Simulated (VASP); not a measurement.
Wanted: the native input for a VASP 6.6.1 run.

```yaml
Task: single point
Functional: revPBE
Potentials_or_basis: VASP PAW PBE potentials, release 64 (V_sv)
Cutoff: 520 eV
k_mesh: 9 × 9 × 15
Occupations: fermi-dirac, width 0.1 eV
Spin: no spin polarisation
Dipole_correction: no
Further_INCAR_settings: ALGO = Normal; EDIFF = 1e-07; NBANDS = 26
```

The structure of V lies in POSCAR:

```
V
1.0
    4.3534228370      0.0000000000      0.0000000000
   -2.1767114185      3.7701747702      0.0000000000
    0.0000000000      0.0000000000      2.3412734369
V
3
Direct
    0.0000000000      1.0000000000      0.0000000000
    0.3333333333      0.6666666667      0.5000000000
    0.6666666667      0.3333333333      0.5000000000
```

This isn't the form of V at room conditions, which is bcc.

These files were run (other wordings do the same):

INCAR

```
PREC     = Accurate       # precision mode
ENCUT    = 520            # plane-wave cutoff, eV
EDIFF    = 1E-7           # SCF threshold, eV
ISMEAR   = -1             # smearing method
SIGMA    = 0.1            # smearing width, eV
LREAL    = F              # projectors in reciprocal space
LASPH    = T              # aspherical terms in the spheres
NELM     = 60             # most SCF steps
ALGO     = Normal         # electronic algorithm
ISIF     = 2              # what is computed and relaxed
LWAVE    = F              # write WAVECAR
LCHARG   = F              # write CHGCAR
GGA      = RE             # functional
NBANDS   = 26             # bands
```

KPOINTS

```
regular mesh
0
Gamma
  9 9 15
```

Potentials or basis: VASP PAW PBE potentials, release 64 (V_sv).

Run with:

```sh
$ cat potpaw_PBE.64/V_sv/POTCAR > POTCAR
$ mpirun -np 1 vasp_std > vasp.out
```

Results of the run:

| Quantity | Value |
| --- | --- |
| Pressure | 16.6 GPa |
| Band gap on the k mesh | zero (an odd number of electrons rules out a gap without spin polarisation) |

Caveat: the cell stands under pressure; the PAW data sets were made with another functional, which shifts forces and pressure a little.

Wall time 49 s on 1 thread of AMD EPYC 9R45 96-Core Processor (Zen 5) (shared host), peak memory 0.17 GiB.
